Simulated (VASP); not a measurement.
# As (P6_3/mmc) in VASP: a series of runs

As is run at these levels: PBE; tasks: single point, relaxation of cell and atoms.

Everything below comes from runs of VASP 6.6.1. Logs are shortened: lines on timing, memory, paths and dates and some standing lists are left out, and cuts for length are marked.

### Step 1. The cell of the first run

The structure is hexagonal, space group P6_3/mmc (No. 194). The conventional cell has a = 3.118 Å, b = 3.118 Å, c = 4.758 Å, α = 90.00°, β = 90.00°, γ = 120.00°. Within 3.9 Å of As (site symmetry -6m2) lie 12 As at 2.98 to 3.12 Å.

### Step 2. Single point, PBE (volume scaled by 1.04)

INCAR reads:

```
PREC     = Accurate       # precision mode
ENCUT    = 520            # plane-wave cutoff, eV
EDIFF    = 1E-6           # SCF threshold, eV
ISMEAR   = -1             # smearing method
SIGMA    = 0.1            # smearing width, eV
LREAL    = F              # projectors in reciprocal space
LASPH    = T              # aspherical terms in the spheres
NELM     = 80             # most SCF steps
ALGO     = Normal         # electronic algorithm
ISIF     = 2              # what is computed and relaxed
LWAVE    = F              # write WAVECAR
LCHARG   = F              # write CHGCAR
GGA      = PE             # functional
NBANDS   = 12             # bands
```

KPOINTS reads:

```
regular mesh
0
Gamma
  13 13 8
```

POSCAR reads:

```
As
1.0
    3.1175294497      0.0000000000      0.0000000000
   -1.5587647248      2.6998597005      0.0000000000
    0.0000000000      0.0000000000      4.7576233380
As
2
Direct
    0.3333333333      0.6666666667      0.2500000000
    0.6666666667      0.3333333333      0.7500000000
```

Potentials or basis: VASP PAW PBE potentials, release 64 (As).

Command:

```console
$ cat potpaw_PBE.64/As/POTCAR > POTCAR
$ mpirun -np 1 vasp_std > vasp.out
```

OUTCAR:

```text
PREC = Accurate
   ENCUT = 520
   EDIFF = 1E-6
   ISMEAR = -1
   LREAL = F
   LASPH = T
   NELM = 80
   ISIF = 2
   GGA = PE

 ion  position               nearest neighbor table
   1  0.333  0.667  0.250-
   2  0.667  0.333  0.750-

  LATTYP: Found a hexagonal cell.
 ALAT       =     3.1175294497
 C/A-ratio  =     1.5260876969

  Lattice vectors:

 A1 = (   3.1175294497,   0.0000000000,   0.0000000000)
 A2 = (  -1.5587647248,   2.6998597005,   0.0000000000)
 A3 = (   0.0000000000,   0.0000000000,   4.7576233380)

Analysis of symmetry for initial positions (statically):
=====================================================================
 Subroutine PRICEL returns:
 Original cell was already a primitive cell.

 Routine SETGRP: Setting up the symmetry group for a
 hexagonal supercell.

 Subroutine GETGRP returns: Found 24 space group operations
 (whereof 12 operations were pure point group operations)
 out of a pool of 24 trial point group operations.

The static configuration has the point symmetry D_3d.
 The point group associated with its full space group is D_6h.

Analysis of symmetry for dynamics (positions and initial velocities):
=====================================================================
 Subroutine PRICEL returns:
 Original cell was already a primitive cell.

 Routine SETGRP: Setting up the symmetry group for a
 hexagonal supercell.

 Subroutine GETGRP returns: Found 24 space group operations
 (whereof 12 operations were pure point group operations)
 out of a pool of 24 trial point group operations.

The dynamic configuration has the point symmetry D_3d.
 The point group associated with its full space group is D_6h.

 Subroutine INISYM returns: Found 24 space group operations
 (whereof 12 operations are pure point group operations),
 and found     1 'primitive' translations

----------------------------------------------------------------------------------------

                                     Primitive cell

  volume of cell :      40.0444

  direct lattice vectors                    reciprocal lattice vectors
     3.117529450  0.000000000  0.000000000     0.320766817  0.185194808  0.000000000
    -1.558764725  2.699859700  0.000000000     0.000000000  0.370389617  0.000000000
     0.000000000  0.000000000  4.757623338     0.000000000  0.000000000  0.210188981

  length of vectors
     3.117529450  3.117529450  4.757623338     0.370389617  0.370389617  0.210188981

  position of ions in fractional coordinates (direct lattice)
     0.333333333  0.666666667  0.250000000
     0.666666667  0.333333333  0.750000000

  ion indices of the primitive-cell ions
   primitive index   ion index
                 1           1
                 2           2

----------------------------------------------------------------------------------------

 KPOINTS: regular mesh

Automatic generation of k-mesh.
 Grid dimensions read from file:
 generate k-points for:   13   13    8

 Generating k-lattice:

  Cartesian coordinates                     Fractional coordinates (reciprocal lattice)
     0.024674371  0.014245754  0.000000000     0.076923077  0.000000000  0.000000000
     0.000000000  0.028491509  0.000000000     0.000000000  0.076923077  0.000000000
     0.000000000  0.000000000  0.026273623     0.000000000  0.000000000  0.125000000

  Length of vectors
     0.028491509  0.028491509  0.026273623

  Shift w.r.t. Gamma in fractional coordinates (k-lattice)
     0.000000000  0.000000000  0.000000000

 Subroutine IBZKPT returns following result:
 ===========================================

 Found    105 irreducible k-points:

 Following reciprocal coordinates:
            Coordinates               Weight
  0.000000  0.000000  0.000000      1.000000
  0.076923  0.000000  0.000000      6.000000
  0.153846  0.000000  0.000000      6.000000
  0.230769  0.000000  0.000000      6.000000
  0.307692  0.000000  0.000000      6.000000
  0.384615  0.000000  0.000000      6.000000
[... 16 lines left out ...]
  0.076923  0.000000  0.125000     12.000000
  0.153846  0.000000  0.125000     12.000000
 [... further k-points ...]
   k-points           NKPTS =    105   k-points in BZ     NKDIM =    105   number of bands    NBANDS=     12
   number of dos      NEDOS =    301   number of ions     NIONS =      2
   total plane-waves  NPLWV =  20736
   dimension x,y,z NGX =    24 NGY =   24 NGZ =   36
   dimension x,y,z NGXF=    48 NGYF=   48 NGZF=   72
   ions per type =               2
   NGX,Y,Z   is equivalent  to a cutoff of  12.80, 12.80, 12.58 a.u.
   NGXF,Y,Z  is equivalent  to a cutoff of  25.60, 25.60, 25.16 a.u.
 SYSTEM =  unknown system
   PREC   = accura    normal or accurate (medium, high low for compatibility)
   ISTART =      0    job   : 0-new  1-cont  2-samecut
   ICHARG =      2    charge: 1-file 2-atom 10-const
   ISPIN  =      1    spin polarized calculation?
   LNONCOLLINEAR =      F non collinear calculations
   LSORBIT =      F    spin-orbit coupling
   LASPH  =      T    aspherical Exc in radial PAW
   ENCUT  =  520.0 eV  38.22 Ry    6.18 a.u.   5.80  5.80  8.85*2*pi/ulx,y,z
   NELM   =     80;   NELMIN=  2; NELMDL= -5     # of ELM steps
   EDIFF  = 0.1E-05   stopping-criterion for ELM
   LREAL  =      F    real-space projection
   EDIFFG = 0.1E-04   stopping-criterion for IOM
   NSW    =      0    number of steps for IOM
   IBRION =     -1    ionic relax: 0-MD 1-quasi-New 2-CG
   NFREE  =      0    steps in history (QN), initial steepest desc. (CG)
   ISIF   =      2    stress and relaxation
   ISYM   =      2    0-nonsym 1-usesym 2-fastsym
   POTIM  = 0.5000    time-step for ionic-motion
   TEBEG  =    0.0;   TEEND  =   0.0 temperature during run
   PSTRESS=    0.0 pullay stress
   NELECT =      10.0000    total number of electrons
   NUPDOWN=      -1.0000    fix difference up-down
   EMIN   =  10.00;   EMAX   =-10.00  energy-range for DOS
   EFERMI =   0.00;   METHOD = LEGACY
   ISMEAR =    -1;   SIGMA  =   0.10  broadening in eV -4-tet -1-fermi 0-gaus
   EFERMI_NEDOS =   21; number of points for ismear=-14 and -15
   IALGO  =     38    algorithm
   IMIX   =      4    mixing-type and parameters
     AMIX     =   0.40;   BMIX     =  1.00
     AMIX_MAG =   1.60;   BMIX_MAG =  1.00
  volume/ion in A,a.u.               =      20.02       135.12
  Fermi-wavevector in a.u.,A,eV,Ry     =   1.030926  1.948168 14.460391  1.062809
  Thomas-Fermi vector in A             =   2.165049
   LORBIT       =      0    0 simple, 1 ext, 2 COOP (PROOUT), +10 PAW based schemes
   GGA     = PE    functional components
   LHFCALC =     F    Hartree Fock is set to
   AEXX    =    0.0000 exact exchange contribution
   IVDW    =     0    specifies the selected vdW correction
   LEPSILON=     F    determine dielectric tensor
   LRPA    =     F    only Hartree local field effects (RPA)
 non-spin polarized calculation
  energy-cutoff  :      520.00
  volume of cell :       40.04
 maximum number of plane-waves:      1092
 NGX is ok and might be reduce to    24
   NGX = 11   NGY = 11   NGZ = 17

 number of electron      10.0000001 magnetization

 Free energy of the ion-electron system (eV)
  ---------------------------------------------------
  ext. energy  EPLUGINS =         0.00000000
  ---------------------------------------------------
  free energy    TOTEN  =        -8.33955039 eV

  energy without entropy =       -8.29938565  energy(sigma->0) =       -8.31946802

 E-fermi :   5.9397     XC(G=0): -10.5515

 val. band max:        5.9152635254   @ k =   0.3077   0.0000   0.3750
 cond. band min:       5.9406557060   @ k =   0.4615   0.0000   0.0000
 fundamental gap:      0.0253921806
 Fermi energy:         5.9397410003

 k-point     1 :       0.0000    0.0000    0.0000
  band No.  band energies     occupation
      1      -8.7411      2.00000
      2      -3.9348      2.00000
      3      -0.2536      2.00000
      4       8.9293      0.00000
      5       8.9293      0.00000
      6      10.7902      0.00000
      7      10.7902      0.00000
      8      12.1938      0.00000
      9      14.0847      0.00000
     10      17.0263      0.00000
     11      17.5954      0.00000
     12      17.5954      0.00000

 k-point     2 :       0.0769    0.0000    0.0000
  band No.  band energies     occupation
      1      -8.6299      2.00000
      2      -3.8477      2.00000
      3      -0.1387      2.00000
      4       7.9329      0.00000
      5       8.5792      0.00000
      6      10.2822      0.00000
      7      10.8877      0.00000
      8      11.9763      0.00000
      9      14.7332      0.00000
     10      16.3511      0.00000
     11      17.7576      0.00000
     12      18.5204      0.00000

 k-point     3 :       0.1538    0.0000    0.0000
  band No.  band energies     occupation
      1      -8.2982      2.00000
      2      -3.5977      2.00000
      3       0.2038      2.00000
      4       6.0230      0.60622
      5       7.8752      0.00000
      6       9.0236      0.00000
      7      10.8791      0.00000
      8      11.2960      0.00000
      9      14.2551      0.00000
     10      17.0594      0.00000
     11      17.8565      0.00000
     12      18.4756      0.00000
[... 286 lines left out ...]
 k-point    23 :       0.0769    0.0000    0.1250
  band No.  band energies     occupation
      1      -8.5325      2.00000
      2      -4.3429      2.00000
      3       0.5349      2.00000
      4       8.0139      0.00000
      5       8.6535      0.00000
      6      10.1330      0.00000
      7      10.7895      0.00000
      8      11.4440      0.00000
      9      14.7985      0.00000
     10      16.3165      0.00000
     11      17.4721      0.00000
     12      18.1355      0.00000

 k-point    24 :       0.1538    0.0000    0.1250
  band No.  band energies     occupation
      1      -8.2014      2.00000
      2      -4.0715      2.00000
      3       0.8417      2.00000
      4       6.1265      0.26758
      5       7.9583      0.00000
      6       8.7647      0.00000
      7      10.7116      0.00000
      8      11.0185      0.00000
      9      14.3046      0.00000
     10      17.1008      0.00000
     11      17.4113      0.00000
     12      18.0600      0.00000

 [... further k-points ...]

------------------------ aborting loop because EDIFF is reached ----------------------------------------

  FORCE on cell =-STRESS in cart. coord.  units (eV):
  Direction    XX          YY          ZZ          XY          YZ          ZX
  --------------------------------------------------------------------------------------
  -------------------------------------------------------------------------------------
  Total       -0.7308832     -0.7308832     -0.4985859     -0.0000000     -0.0000000      0.0000000
  in kB      -29.2426518    -29.2426518    -19.9484319     -0.0000000     -0.0000000      0.0000000
  external PRESSURE =     -26.1445785 kB  Pullay stress =       0.0000000 kB

 VOLUME and BASIS-vectors are now :
 -----------------------------------------------------------------------------
  energy-cutoff  :      520.00
  volume of cell :       40.04
      direct lattice vectors                 reciprocal lattice vectors
     3.117529450  0.000000000  0.000000000     0.320766817  0.185194808  0.000000000
    -1.558764725  2.699859700  0.000000000     0.000000000  0.370389617  0.000000000
     0.000000000  0.000000000  4.757623338     0.000000000  0.000000000  0.210188981

 POSITION                                       TOTAL-FORCE (eV/Angst)
 -----------------------------------------------------------------------------------
     -0.00000      1.79991      1.18941         0.000000     -0.000000      0.000000
      1.55876      0.89995      3.56822        -0.000000      0.000000      0.000000
 -----------------------------------------------------------------------------------
    total drift:                               -0.000000      0.000000     -0.000000

  FREE ENERGIE OF THE ION-ELECTRON SYSTEM (eV)
  ---------------------------------------------------
  free  energy   TOTEN  =        -8.3395503927 eV

  energy  without entropy=       -8.2993856507  energy(sigma->0) =       -8.31946802
```

Wall time 22 s (1 thread of Intel Xeon 6975P-C (Granite Rapids), shared host); peak memory 0.17 GiB.

Results:

| Item | Value |
| --- | --- |
| Free energy | -8.3396 eV |
| Pressure | -2.6 GPa |
| Band gap on the k mesh | zero (band 5 reaches 9.86 eV, above the bottom of band 6 at 2.73 eV) |

Levels at points of the mesh, in eV from the Fermi level:
| k point | band 2 | band 3 | band 4 | band 5 | band 6 | band 7 | band 8 | band 9 |
| --- | --- | --- | --- | --- | --- | --- | --- | --- |
| (0.00, 0.00, 0.00) | -9.87 | -6.19 | 2.99 | 2.99 | 4.85 | 4.85 | 6.25 | 8.14 |
| (0.00, 0.00, 0.50) | -13.14 | -0.13 | -0.13 | 3.92 | 3.92 | 3.92 | 3.92 | 9.70 |

### Step 3. Single point, PBE (volume scaled by 1.08)

INCAR reads:

```
SYSTEM = As
ALGO     = Normal         ! electronic algorithm
EDIFF    = 1E-6           ! SCF threshold, eV
ENCUT    = 520            ! plane-wave cutoff, eV
GGA      = PE             ! functional
ISIF     = 2              ! what is computed and relaxed
ISMEAR   = -1             ! smearing method
LASPH    = .TRUE.         ! aspherical terms in the spheres
LCHARG   = .FALSE.        ! write CHGCAR
LREAL    = .FALSE.        ! projectors in reciprocal space
LWAVE    = .FALSE.        ! write WAVECAR
NBANDS   = 12             ! bands
NELM     = 60             ! most SCF steps
PREC     = Accurate       ! precision mode
SIGMA    = 0.1            ! smearing width, eV
```

KPOINTS reads:

```
k-points
0
G
  13 13 8
  0 0 0
```

POSCAR reads:

```
As
1.0
    3.1569960375      0.0000000000      0.0000000000
   -1.5784980187      2.7340387681      0.0000000000
    0.0000000000      0.0000000000      4.8178528121
As
2
Direct
    0.3333333333      0.6666666667      0.2500000000
    0.6666666667      0.3333333333      0.7500000000
```

Potentials or basis: VASP PAW PBE potentials, release 64 (As).

Command:

```console
$ cat potpaw_PBE.64/As/POTCAR > POTCAR
$ mpirun -np 1 vasp_std > vasp.out
```

Run time: 21 s. Hardware: 1 thread of Intel Xeon 6975P-C (Granite Rapids), shared host; peak memory 0.17 GiB.

Results (log left out):

```yaml
Free_energy: -8.3029 eV
Pressure: -5.0 GPa
Band_gap_on_the_k_mesh: zero (band 5 reaches 9.26 eV, above the bottom of band 6 at 2.49 eV)
```

Stress tensor (GPa, compression positive):
```
-5.18  0.00  0.00
 0.00 -5.18  0.00
 0.00  0.00 -4.51
```

Levels at points of the mesh, in eV from the Fermi level:
```csv
k point,band 3,band 4,band 5,band 6,band 7,band 8
"(0.00, 0.00, 0.00)",-5.94,2.84,2.84,4.62,4.62,5.93
"(0.00, 0.00, 0.50)",-0.19,-0.19,3.73,3.73,3.73,3.73
```

[end of part 1 of 2]
